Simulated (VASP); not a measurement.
ZnO: single point with PBEsol

**Measured values to compare with.**

From “Electronic structure of alkaline earth and post-transition metal oxides”, 2009, arxiv:0908.1581, for a bulk crystal of ZnO: band gap 3.37 eV.

ZnO:

```
Zn O
1.0
     3.23002    0.00000    0.00000
    -1.61501    2.79728    0.00000
     0.00000    0.00000   10.42859
Zn O
4 4
Direct
  0.33333 0.66667 0.00079
  0.33333 0.66667 0.50079
  0.66667 0.33333 0.25079
  0.66667 0.33333 0.75079
  0.33333 0.66667 0.19026
  0.33333 0.66667 0.69026
  0.66667 0.33333 0.44026
  0.66667 0.33333 0.94026
```

* Program: VASP 6.6.1
* Task: single point
* Functional: PBEsol
* Potentials or basis: VASP PAW PBE potentials, release 64 (Zn, O)
* Cutoff: 520 eV
* k mesh: 12 × 12 × 4
* Occupations: gaussian, width 0.05 eV
* Spin: no spin polarisation

The pressure is 1.0 GPa and the band gap on the k mesh is 0.69 eV.

Levels at points of the mesh, in eV from the valence-band top:
| k point | band 32 | band 33 | band 34 | band 35 | band 36 | band 37 | band 38 | band 39 | band 40 | band 41 |
| --- | --- | --- | --- | --- | --- | --- | --- | --- | --- | --- |
| (0.00, 0.00, 0.00) | -0.40 | -0.40 | -0.09 | 0.00 | 0.00 | 0.69 | 3.38 | 3.38 | 5.16 | 8.10 |
| (0.50, 0.00, 0.00) | -1.54 | -1.41 | -1.41 | -1.33 | -0.86 | 5.58 | 5.58 | 5.73 | 6.72 | 7.43 |
| (0.00, 0.50, 0.00) | -1.54 | -1.41 | -1.41 | -1.33 | -0.86 | 5.58 | 5.58 | 5.73 | 6.72 | 7.43 |
| (0.50, 0.50, 0.00) | -1.54 | -1.41 | -1.41 | -1.33 | -0.86 | 5.58 | 5.58 | 5.73 | 6.72 | 7.43 |
| (0.00, 0.00, 0.50) | -0.69 | -0.12 | -0.12 | -0.12 | -0.12 | 1.85 | 1.85 | 4.64 | 4.64 | 8.57 |
| (0.50, 0.00, 0.50) | -2.07 | -1.18 | -1.18 | -1.05 | -1.05 | 5.39 | 5.39 | 6.36 | 6.36 | 7.90 |
| (0.00, 0.50, 0.50) | -2.07 | -1.18 | -1.18 | -1.05 | -1.05 | 5.39 | 5.39 | 6.36 | 6.36 | 7.90 |
| (0.50, 0.50, 0.50) | -2.07 | -1.18 | -1.18 | -1.05 | -1.05 | 5.39 | 5.39 | 6.36 | 6.36 | 7.90 |

Wall time 5.3 min on 4 MPI ranks on Oxide Virtual Turin-like Processor (shared host), peak memory 0.87 GiB a rank.

Against the measured gap of ZnO, 3.37 eV (quoted in “Electronic structure of alkaline earth and post-transition metal oxides”, 2009, arxiv:0908.1581), the calculated 0.69 eV is off by -2.68 eV. So large a miss can be the level of theory's own, or it may mean another phase, state or a wrong row. The value is that of PBEsol on a finite k mesh, which can miss the band edges, without temperature or zero-point motion. Semilocal functionals fall short of measured gaps as a rule.

Caveat: semilocal functionals underestimate gaps, and a narrow one can read as zero; the PAW data sets were made with another functional, which shifts forces and pressure a little.
